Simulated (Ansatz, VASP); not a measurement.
This is a calculation of AlNi3 for VASP 6.6.1.

File INCAR:

```
SYSTEM = AlNi3
ALGO     = Normal         ! electronic algorithm
EDIFF    = 1E-6           ! SCF threshold, eV
ENCUT    = 520            ! plane-wave cutoff, eV
GGA      = PE             ! functional
ISIF     = 2              ! what is computed and relaxed
ISMEAR   = 0              ! smearing method
ISPIN    = 2              ! spin polarisation
LASPH    = .TRUE.         ! aspherical terms in the spheres
LCHARG   = .FALSE.        ! write CHGCAR
LMAXMIX  = 4              ! l up to which the mixer works
LORBIT   = 11             ! projections on sites
LREAL    = .FALSE.        ! projectors in reciprocal space
LWAVE    = .FALSE.        ! write WAVECAR
MAGMOM   = 1 1 1 0        ! initial moments
NBANDS   = 28             ! bands
NELM     = 150            ! most SCF steps
PREC     = Accurate       ! precision mode
SIGMA    = 0.015          ! smearing width, eV
```

The input KPOINTS:

```
k-points
0
G
  8 8 8
  0 0 0
```

Contents of POSCAR:

```
AlNi3
1.0
    3.5230547267      0.0000000000      0.0000000000
    0.0000000000      3.5230547267      0.0000000000
    0.0000000000      0.0000000000      3.5230547267
Ni Al
3 1
Direct
    0.5000000000      0.5000000000      0.0000000000
    0.5000000000      0.0000000000      0.5000000000
    0.0000000000      0.5000000000      0.5000000000
    0.0000000000      0.0000000000      0.0000000000
```

Potentials or basis: VASP PAW PBE potentials, release 64 (Ni, Al).

Run with:

```console
$ cat potpaw_PBE.64/Ni/POTCAR potpaw_PBE.64/Al/POTCAR > POTCAR
$ mpirun -np 1 vasp_std > vasp.out
```

Q: Set up the same calculation for Ansatz 0.2.0. Potentials there: Ansatz PAW.

A: As run (the cutoff follows the program's own potentials):

File input.yaml:

```yaml
crystal:
  lattice:
    - [3.5230547267, 0.0, 0.0]
    - [0.0, 3.5230547267, 0.0]
    - [0.0, 0.0, 3.5230547267]
  atoms:
    - { symbol: Ni, position: [0.5, 0.5, 0.0], spin: 1.0 }
    - { symbol: Ni, position: [0.5, 0.0, 0.5], spin: 1.0 }
    - { symbol: Ni, position: [0.0, 0.5, 0.5], spin: 1.0 }
    - { symbol: Al, position: [0.0, 0.0, 0.0] }
hamiltonian:
  xc: pbe
  pseudopotentials: { kind: paw }
magnetization:
  spin_polarized: true
kpoints:
  mp_grid: { grid: [8, 8, 8] }
scf:
  occupations: { method: gaussian, width: 0.015 }
output:
  forces: true
  stress: true
  eigenvalues: true
```

Potentials or basis: Ansatz PAW.

Command:

```sh
$ ansatz run input.yaml --threads 2 --pin off --max-ram 5632MiB --backend cpu --events-out ev --progress --plain --runs-dir out
```

Both were run:

|  | VASP | Ansatz | Ansatz less VASP |
| --- | --- | --- | --- |
| gap on the k mesh at the Fermi level (eV) | none | none | - |
| pressure (GPa) | 7.4 | 7.4 | +0.02 |
| net moment per atom (μB) | 0.19 | 0.21 | +0.017 |
| size of the moment on the site where the two differ most (μB) | 0.27 | 0.30 | +0.033 |

Site moments also hang on the region over which each program counts them. A gap of «none» marks a metal or a gap that the smearing closes. VASP's potentials hold 33 valence electrons a cell and Ansatz's 57, so a difference there can come from the potentials and not from the codes.
